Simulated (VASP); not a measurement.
Set up this calculation in VASP 6.6.1, as the native input.

```
Task                   : single point
Functional             : PBEsol
Potentials or basis    : VASP PAW PBE potentials, release 64 (Pd)
Cutoff                 : 500 eV
k mesh                 : 7 × 7 × 7
Occupations            : fermi-dirac, width 0.05 eV
Spin                   : no spin polarisation
Dipole correction      : no
Further INCAR settings : ALGO = Normal; EDIFF = 1e-06; NBANDS = 17
```

The structure of Pd lies in POSCAR:

```
Pd
1.0
    0.0000000000      2.7232455273      2.7232455273
    2.7232455273      0.0000000000      2.7232455273
    2.7232455273      2.7232455273      0.0000000000
Pd
2
Direct
    1.0000000000      1.0000000000      1.0000000000
    0.2500000000      0.2500000000      0.2500000000
```

This isn't the form of Pd at room conditions, which is fcc.

The input as run:

INCAR

```
SYSTEM = Pd
PREC = Accurate
ENCUT = 500
EDIFF = 1E-6
ISMEAR = -1
SIGMA = 0.05
LREAL = .FALSE.
LASPH = .TRUE.
NELM = 120
ALGO = Normal
ISIF = 2
LWAVE = .FALSE.
LCHARG = .FALSE.
GGA = PS
NBANDS = 17
GGA_COMPAT = .FALSE.
```

KPOINTS

```
Automatic mesh
0
G
  7 7 7
  0 0 0
```

Potentials or basis: VASP PAW PBE potentials, release 64 (Pd).

Run with:

```console
$ cat potpaw_PBE.64/Pd/POTCAR > POTCAR
$ mpirun -np 1 vasp_std > vasp.out
```

Results of the run:

The pressure is 14.1 GPa and the band gap on the k mesh is zero (bands 10 and 11 overlap by 0.49 eV).

Caveat: the cell stands under pressure; the PAW data sets were made with another functional, which shifts forces and pressure a little.

It took 26 s on 1 thread of Intel Xeon 8259CL, with other jobs on the host, peak memory 0.16 GiB.
